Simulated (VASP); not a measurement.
A run of VASP 6.6.1 is set up as follows.

INCAR

```
SYSTEM = Hf2Bi3O2
  PREC = Accurate
  ENCUT = 600
  EDIFF = 1E-6
  ISMEAR = 0
  SIGMA = 0.2
  LREAL = .False.
  LASPH = .True.
  NELM = 120
  ALGO = Normal
  ISIF = 2
  LWAVE = .False.
  LCHARG = .False.
  GGA = PE
  NBANDS = 48
  GGA_COMPAT = .False.
```

File KPOINTS:

```
Automatic mesh
0
Gamma
  5 5 2
  0 0 0
```

File POSCAR:

```
Hf2Bi3O2
1.0
    4.9479434946      0.0000000035      0.0000000000
   -2.4739717503      4.2850447611      0.0000000000
    0.0000000000      0.0000000000      9.0163163480
Hf Bi O
2 3 2
Direct
    0.3333333333      0.6666666667      0.0000000000
    0.6666666667      0.3333333333      0.0000000000
    0.0000000000      0.0000000000      0.6551863241
    0.0000000000      0.0000000000      0.3448136759
    0.0000000000      0.0000000000      0.0000000000
    0.3333333333      0.6666666667      0.5000000000
    0.6666666667      0.3333333333      0.5000000000
```

Potentials or basis: VASP PAW PBE potentials, release 64 (Hf_pv, Bi_d, O).

Command:

```sh
$ cat potpaw_PBE.64/Hf_pv/POTCAR potpaw_PBE.64/Bi_d/POTCAR potpaw_PBE.64/O/POTCAR > POTCAR
$ mpirun -np 1 vasp_std > vasp.out
```

**Question.** What does it give for the pressure?

**Answer.** -0.2 GPa.

**Question.** What does it give for the band gap on the k mesh?

**Answer.** Zero (an odd number of electrons rules out a gap without spin polarisation).

Forces on the atoms (eV/Å):
```
Hf   0.000  0.000  0.000
Hf   0.000  0.000  0.000
Bi   0.000  0.000  0.003
Bi   0.000  0.000 -0.003
Bi   0.000  0.000  0.000
O    0.000  0.000  0.000
O    0.000  0.000  0.000
```

Caveat: spin-orbit coupling is left out, which moves the levels of the heavy elements; an odd number of electrons without spin polarisation forces a metal; a magnetic or distorted state may lie lower.
